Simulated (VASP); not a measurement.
# Rb (Fm-3m) in VASP: a series of runs, part 2 of 2

VASP 6.6.1. The steps go on from the part before.

## Step 5: Single point, PBE

Input file INCAR:

```
PREC = Accurate
ENCUT = 500
EDIFF = 1E-6
ISMEAR = 1
SIGMA = 0.1
LREAL = F
LASPH = T
NELM = 120
ALGO = Normal
ISIF = 2
LWAVE = F
LCHARG = F
GGA = PE
NBANDS = 10
GGA_COMPAT = F
```

Input file KPOINTS:

```
Automatic mesh
0
Gamma
  4 4 4
```

Input file POSCAR:

```
Rb
1.0
    0.0000000000      3.6398846700      3.6398846700
    3.6398846700      0.0000000000      3.6398846700
    3.6398846700      3.6398846700      0.0000000000
Rb
1
Direct
    0.0000000000      0.0000000000      0.0000000000
```

Potentials or basis: VASP PAW PBE potentials, release 64 (Rb_sv).

Started as:

```bash
> cat potpaw_PBE.64/Rb_sv/POTCAR > POTCAR
> mpirun -np 1 vasp_std > vasp.out
```

OUTCAR:

```text
PREC = Accurate
   ENCUT = 500
   EDIFF = 1E-6
   ISMEAR = 1
   LREAL = F
   LASPH = T
   NELM = 120
   ISIF = 2
   GGA = PE

 ion  position               nearest neighbor table
   1  0.000  0.000  0.000-

  LATTYP: Found a face centered cubic cell.
 ALAT       =     7.2797693400

  Lattice vectors:

 A1 = (   0.0000000000,   3.6398846700,   3.6398846700)
 A2 = (   3.6398846700,   0.0000000000,   3.6398846700)
 A3 = (   3.6398846700,   3.6398846700,   0.0000000000)

Analysis of symmetry for initial positions (statically):
=====================================================================
 Subroutine PRICEL returns:
 Original cell was already a primitive cell.

 Routine SETGRP: Setting up the symmetry group for a
 face centered cubic supercell.

 Subroutine GETGRP returns: Found 48 space group operations
 (whereof 48 operations were pure point group operations)
 out of a pool of 48 trial point group operations.

The static configuration has the point symmetry O_h .

Analysis of symmetry for dynamics (positions and initial velocities):
=====================================================================
 Subroutine PRICEL returns:
 Original cell was already a primitive cell.

 Routine SETGRP: Setting up the symmetry group for a
 face centered cubic supercell.

 Subroutine GETGRP returns: Found 48 space group operations
 (whereof 48 operations were pure point group operations)
 out of a pool of 48 trial point group operations.

The dynamic configuration has the point symmetry O_h .

 Subroutine INISYM returns: Found 48 space group operations
 (whereof 48 operations are pure point group operations),
 and found     1 'primitive' translations

----------------------------------------------------------------------------------------
[... 95 lines left out ...]
  volume/ion in A,a.u.               =      96.45       650.86
  Fermi-wavevector in a.u.,A,eV,Ry     =   0.742548  1.403213  7.501953  0.551378
  Thomas-Fermi vector in A             =   1.837453
   LORBIT       =      0    0 simple, 1 ext, 2 COOP (PROOUT), +10 PAW based schemes
   GGA     = PE    functional components
   LHFCALC =     F    Hartree Fock is set to
   AEXX    =    0.0000 exact exchange contribution
   IVDW    =     0    specifies the selected vdW correction
   LEPSILON=     F    determine dielectric tensor
   LRPA    =     F    only Hartree local field effects (RPA)
 non-spin polarized calculation
 Methfessel and Paxton  Order N= 1 SIGMA  =   0.10
  energy-cutoff  :      500.00
  volume of cell :       96.45
 maximum number of plane-waves:      2468
 NGX is ok and might be reduce to    40
   NGX = 19   NGY = 19   NGZ = 19

 number of electron       9.0000000 magnetization

 Free energy of the ion-electron system (eV)
  ---------------------------------------------------
  ext. energy  EPLUGINS =         0.00000000
  ---------------------------------------------------
  free energy    TOTEN  =        -0.88134879 eV

  energy without entropy =       -0.87737950  energy(sigma->0) =       -0.88002569

 E-fermi :   0.0534     XC(G=0):  -5.3237

 val. band max:        0.0280668762   @ k =   0.5000   0.0000   0.0000
 cond. band min:       0.1111609429   @ k =   0.5000   0.2500   0.0000
 fundamental gap:      0.0830940667
 Fermi energy:         0.0534371730

 k-point     1 :       0.0000    0.0000    0.0000
  band No.  band energies     occupation
      1     -29.0327      2.00000
      2     -13.0813      2.00000
      3     -13.0813      2.00000
      4     -13.0813      2.00000
      5      -2.0077      2.00000
      6       3.4292      0.00000
      7       3.4292      0.00000
      8       3.4292      0.00000
      9       4.7125      0.00000
     10       4.7125      0.00000
[... 79 lines left out ...]
 k-point     8 :      -0.2500    0.5000    0.2500
  band No.  band energies     occupation
      1     -29.0289      2.00000
      2     -13.1316      2.00000
      3     -13.1316      2.00000
      4     -13.1102      2.00000
      5       1.0774     -0.00000
      6       1.3965     -0.00000
      7       1.3965     -0.00000
      8       2.2564      0.00000
      9       5.2040      0.00000
     10       5.2246      0.00000

------------------------ aborting loop because EDIFF is reached ----------------------------------------

  FORCE on cell =-STRESS in cart. coord.  units (eV):
  Direction    XX          YY          ZZ          XY          YZ          ZX
  --------------------------------------------------------------------------------------
  -------------------------------------------------------------------------------------
  Total       -0.0635899     -0.0635899     -0.0635899      0.0000000      0.0000000     -0.0000000
  in kB       -1.0563458     -1.0563458     -1.0563458      0.0000000      0.0000000     -0.0000000
  external PRESSURE =      -1.0563458 kB  Pullay stress =       0.0000000 kB

 VOLUME and BASIS-vectors are now :
 -----------------------------------------------------------------------------
  energy-cutoff  :      500.00
  volume of cell :       96.45
      direct lattice vectors                 reciprocal lattice vectors
     0.000000000  3.639884670  3.639884670    -0.137366990  0.137366990  0.137366990
     3.639884670  0.000000000  3.639884670     0.137366990 -0.137366990  0.137366990
     3.639884670  3.639884670  0.000000000     0.137366990  0.137366990 -0.137366990

 POSITION                                       TOTAL-FORCE (eV/Angst)
 -----------------------------------------------------------------------------------
      0.00000      0.00000      0.00000         0.000000     -0.000000     -0.000000
 -----------------------------------------------------------------------------------
    total drift:                               -0.000000      0.000000     -0.000000

  FREE ENERGIE OF THE ION-ELECTRON SYSTEM (eV)
  ---------------------------------------------------
  free  energy   TOTEN  =        -0.8813487866 eV

  energy  without entropy=       -0.8773794956  energy(sigma->0) =       -0.88002569
```

OSZICAR:

```text
N       E                     dE             d eps       ncg     rms          rms(c)
DAV:   1     0.528003085382E+02    0.52800E+02   -0.29981E+03   160   0.612E+02
DAV:   2     0.239780549282E+01   -0.50403E+02   -0.49529E+02   188   0.123E+02
DAV:   3    -0.716878042701E+00   -0.31147E+01   -0.31076E+01   204   0.359E+01
DAV:   4    -0.878803894501E+00   -0.16193E+00   -0.16180E+00   252   0.618E+00
DAV:   5    -0.879757447158E+00   -0.95355E-03   -0.95351E-03   192   0.541E-01    0.104E+00
DAV:   6    -0.880372394789E+00   -0.61495E-03   -0.16217E-03   228   0.233E-01    0.624E-01
DAV:   7    -0.881235100569E+00   -0.86271E-03   -0.25321E-03   180   0.295E-01    0.413E-02
DAV:   8    -0.881337795371E+00   -0.10269E-03   -0.96043E-05   200   0.762E-02    0.184E-02
DAV:   9    -0.881348796839E+00   -0.11001E-04   -0.10549E-05   192   0.258E-02    0.491E-03
DAV:  10    -0.881348786610E+00    0.10229E-07   -0.28094E-06   208   0.908E-03
   1 F= -.88134879E+00 E0= -.88002569E+00  d E =-.396929E-02
```

stdout:

```text
POSCAR found type information on POSCAR Rb
 POSCAR found :  1 types and       1 ions
 scaLAPACK will be used
 LDA part: xc-table for (Slater+PW92), standard interpolation
 POSCAR, INCAR and KPOINTS ok, starting setup
 FFT: planning ... GRIDC
 FFT: planning ... GRID_SOFT
 FFT: planning ... GRID
 WAVECAR not read
 entering main loop
```

It took 20 s on 1 thread of Intel Xeon 8259CL, shared host; peak memory 0.22 GiB.

What came out:

```
Free energy : -0.8813 eV
Pressure    : -0.1 GPa
```

Caveat: the k points lie up to 0.37 Å⁻¹ apart.

## Step 6: Overview

```tsv
level	potentials or basis	spin	k mesh	smearing	gap on the mesh (eV)	pressure (GPa)
LDA	VASP PAW LDA potentials, release 64 (Rb_sv)	off	4 × 4 × 4	gaussian 0.1 eV	none	-0.5
PBE	VASP PAW PBE potentials, release 64 (Rb_sv)	collinear, zero start	3 × 1 × 2	gaussian 0.1 eV	none	-0.5
PBE	VASP PAW PBE potentials, release 64 (Rb_sv)	off	4 × 4 × 4	methfessel-paxton 0.1 eV	none	-0.1
```

Alike in all rows: task single point; cell as given; cutoff (eV) 500.

Caveats: all runs use coarse meshes.

Total energies depend on the potentials used, so only differences within one code and one set of settings carry meaning.
